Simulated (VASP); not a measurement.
Runs of VASP 6.6.1 on WS2. The cell holds a slab with vacuum, 3 atoms: a = 3.184 Å, b = 3.184 Å, c = 16.951 Å, α = 90.00°, β = 90.00°, γ = 120.00°. 

```csv
task,level,k mesh,smearing,grid for exact exchange (PRECFOCK),share of exact exchange,screening parameter,gap on the mesh (eV),largest force (eV/Å)
single point,PBE-based screened hybrid with 5 % exact exchange,5 × 5 × 1,fermi-dirac 0.05 eV,Normal,0.05,0.2 1/Å,2.31,0.15
single point,PBE0,6 × 6 × 2,fermi-dirac 0.05 eV,Normal,0.25,-,(a),0.26
single point,PBE-based screened hybrid with 10 % exact exchange,5 × 5 × 1,fermi-dirac 0.05 eV,Normal,0.1,0.2 1/Å,2.43,0.04
single point,PBE-based screened hybrid with 20 % exact exchange,5 × 5 × 1,fermi-dirac 0.05 eV,Normal,0.2,0.2 1/Å,(b),0.18
single point,PBE-based screened hybrid with 15 % exact exchange,5 × 5 × 1,fermi-dirac 0.05 eV,Normal,0.15,0.2 1/Å,2.56,0.07
dielectric tensor,PBEsol,8 × 8 × 2,gaussian 0.01 eV,-,-,-,2.07,-
single point,r2SCAN50,5 × 5 × 1,fermi-dirac 0.05 eV,Normal,0.5,-,4.99,0.80
single point,r2SCANh,5 × 5 × 1,fermi-dirac 0.05 eV,Normal,0.1,-,2.84,0.17
```

Alike in all rows: potentials or basis VASP PAW PBE potentials, release 64 (W_sv, S); no spin polarisation; cell as given; cutoff (eV) 520.

**Question.** Fill in the values left out.

**Answer.** (a) 2.97; (b) 2.68.

Caveats: some runs use coarse meshes; there is no dipole correction, which matters where the two faces differ; the PAW data sets were made with another functional, which shifts forces and pressure a little; spin-orbit coupling is left out, which moves the levels of the heavy elements.

A k mesh can miss the band edges, and the runs leave out spin-orbit coupling on W.
